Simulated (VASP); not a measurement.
Input of a VASP 6.6.1 run:

File INCAR:

```
ALGO = Normal
EDIFF = 1E-6
ENCUT = 520
GGA = RP
ISIF = 2
ISMEAR = -1
LASPH = T
LCHARG = T
LELF = T
LREAL = F
LVHAR = T
LWAVE = F
NBANDS = 16
NELM = 80
PREC = Accurate
SIGMA = 0.05
```

Contents of KPOINTS:

```
k-points
0
Gamma
  8 8 8
```

Contents of POSCAR:

```
InAs
1.0
    0.0000000000      2.8773040000      2.8773040000
    2.8773040000      0.0000000000      2.8773040000
    2.8773040000      2.8773040000      0.0000000000
In As
1 1
Direct
    0.5000000000      0.5000000000      0.5000000000
    0.0000000000      0.0000000000      0.0000000000
```

Potentials or basis: VASP PAW PBE potentials, release 64 (In_d, As).

Run with:

```sh
$ cat potpaw_PBE.64/In_d/POTCAR potpaw_PBE.64/As/POTCAR > POTCAR
$ mpirun -np 1 vasp_std > vasp.out
```

(1) What does it give for the band gap on the k mesh?

(2) Estimate the pressure.

Answers

(1) zero (band 9 reaches 6.37 eV, above the bottom of band 10 at 3.81 eV).

(2) 1.7 GPa.

Caveat: the PAW data sets were made with another functional, which shifts forces and pressure a little; spin-orbit coupling is left out, which moves the levels of the heavy elements.
